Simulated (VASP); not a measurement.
Set up this calculation in VASP 6.6.1, as the native input.

* Task: single point
* Functional: PBE
* Potentials or basis: VASP PAW PBE potentials, release 64 (Al)
* Cutoff: 520 eV
* k mesh: 22 × 22 × 22
* Occupations: gaussian, width 0.15 eV
* Spin: no spin polarisation
* Dipole correction: no
* Further INCAR settings: ALGO = Normal; EDIFF = 1e-07; NBANDS = 8

The structure of Al lies in POSCAR:

```
Al
1.0
   -1.3929481232      1.3929481232      2.1810781713
    1.3929481232     -1.3929481232      2.1810781713
    1.3929481232      1.3929481232     -2.1810781713
Al
1
Direct
    0.0000000000      0.0000000000      0.0000000000
```

This cell differs from its parent crystal: volume 16.928 Å^3 an atom, c/a of the conventional cell 1.5658.

These files were run (other wordings do the same):

INCAR

```
  PREC = Accurate
  ENCUT = 520
  EDIFF = 1E-7
  ISMEAR = 0
  SIGMA = 0.15
  LREAL = False
  LASPH = True
  NELM = 100
  ALGO = Normal
  ISIF = 2
  LWAVE = False
  LCHARG = False
  GGA = PE
  NBANDS = 8
```

KPOINTS

```
regular mesh
0
Gamma
  22 22 22
```

Potentials or basis: VASP PAW PBE potentials, release 64 (Al).

The run is started by

```sh
$ cat potpaw_PBE.64/Al/POTCAR > POTCAR
$ mpirun -np 1 vasp_std > vasp.out
```

It gave:

The pressure is -1.2 GPa.

Run time: 39 s on 1 thread of Intel(R) Xeon(R) Platinum 8375C CPU @ 2.90GHz (Ice Lake) (shared host), peak memory 0.21 GiB.
